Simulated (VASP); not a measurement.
Here is a VASP 6.6.1 calculation.

File INCAR:

```
PREC     = Accurate       # precision mode
ENCUT    = 500            # plane-wave cutoff, eV
EDIFF    = 1E-7           # SCF threshold, eV
ISMEAR   = -1             # smearing method
SIGMA    = 0.05           # smearing width, eV
LREAL    = F              # projectors in reciprocal space
LASPH    = T              # aspherical terms in the spheres
NELM     = 120            # most SCF steps
ALGO     = Normal         # electronic algorithm
ISIF     = 3              # what is computed and relaxed
LWAVE    = F              # write WAVECAR
LCHARG   = F              # write CHGCAR
GGA      = CA             # functional
IBRION   = 2              # ionic algorithm
NSW      = 60             # ionic steps
EDIFFG   = -0.01          # ionic threshold
GGA_COMPAT= F            
NELMIN   = 4
```

KPOINTS

```
Automatic mesh
0
Gamma
  14 14 14
```

File POSCAR:

```
Ca
1.0
    0.0000000000      2.7942000000      2.7942000000
    2.7942000000      0.0000000000      2.7942000000
    2.7942000000      2.7942000000      0.0000000000
Ca
1
Direct
    0.0000000000      0.0000000000      0.0000000000
```

Potentials or basis: VASP PAW LDA potentials, release 64 (Ca_sv).

Command:

```bash
$ cat potpaw_LDA.64/Ca_sv/POTCAR > POTCAR
$ mpirun -np 1 vasp_std > vasp.out
```

(1) Estimate the band gap on the k mesh.

(2) What does it give for the space group after relaxing (to 0.1 Å)?

(3) What does it give for the relaxed cell?

(4) Predict the relaxed volume.

## Answers

(1) zero (bands 5 and 6 overlap by 0.10 eV).

(2) Fm-3m (No. 225).

(3) a = 3.775 Å, b = 3.775 Å, c = 3.775 Å, α = 60.00°, β = 60.00°, γ = 60.00°.

(4) 38.03 Å³/atom.
